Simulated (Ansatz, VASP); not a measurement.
# Two plane-wave programs on Al

Contents of INCAR:

```
SYSTEM = Al
PREC = Accurate ; ENCUT = 520
EDIFF = 1E-6 ; ISMEAR = 0
SIGMA = 0.1 ; LREAL = .FALSE.
LASPH = .TRUE. ; NELM = 80
ALGO = Normal ; ISIF = 2
LWAVE = .FALSE. ; LCHARG = .FALSE.
GGA = PS ; NBANDS = 8
```

File KPOINTS:

```
regular mesh
0
G
  18 18 18
  0 0 0
```

The input POSCAR:

```
Al
1.0
    0.0000000000      2.0082131958      2.0082131958
    2.0082131958      0.0000000000      2.0082131958
    2.0082131958      2.0082131958      0.0000000000
Al
1
Direct
    0.0000000000      0.0000000000      0.0000000000
```

Input for Ansatz:

```yaml
crystal:
  lattice:
    - [0.0, 2.0082131958, 2.0082131958]
    - [2.0082131958, 0.0, 2.0082131958]
    - [2.0082131958, 2.0082131958, 0.0]
  atoms:
    - { symbol: Al, position: [0.0, 0.0, 0.0] }
basis:
  ecutwfc: 420
kpoints:
  mp_grid: { grid: [18, 18, 18] }
hamiltonian:
  xc: pbesol
scf:
  occupations: { method: gaussian, width: 0.1 }
output:
  forces: true
  stress: true
  eigenvalues: true
```

Alike in both runs: task single point; functional PBEsol; k mesh 18 × 18 × 18; occupations gaussian, width 0.1 eV; no spin polarisation.

```csv
,VASP,Ansatz
version,VASP 6.6.1,Ansatz 0.2.0
potentials or method,"VASP PAW PBE potentials, release 64 (Al), cutoff 520 eV","scalar-relativistic, plane waves, PAW"
valence electrons in the cell,3,3
```

VASP gave:

| Quantity | Value |
| --- | --- |
| gap on the k mesh at the Fermi level (eV) | none |
| pressure (GPa) | 0.0 |

**Question.** Which values does Ansatz return?

**Answer.** gap on the k mesh at the Fermi level (eV): none; pressure (GPa): -0.1.

VASP's potentials were made for PBE, not for PBEsol. A gap of «none» marks a metal or a gap that the smearing closes.
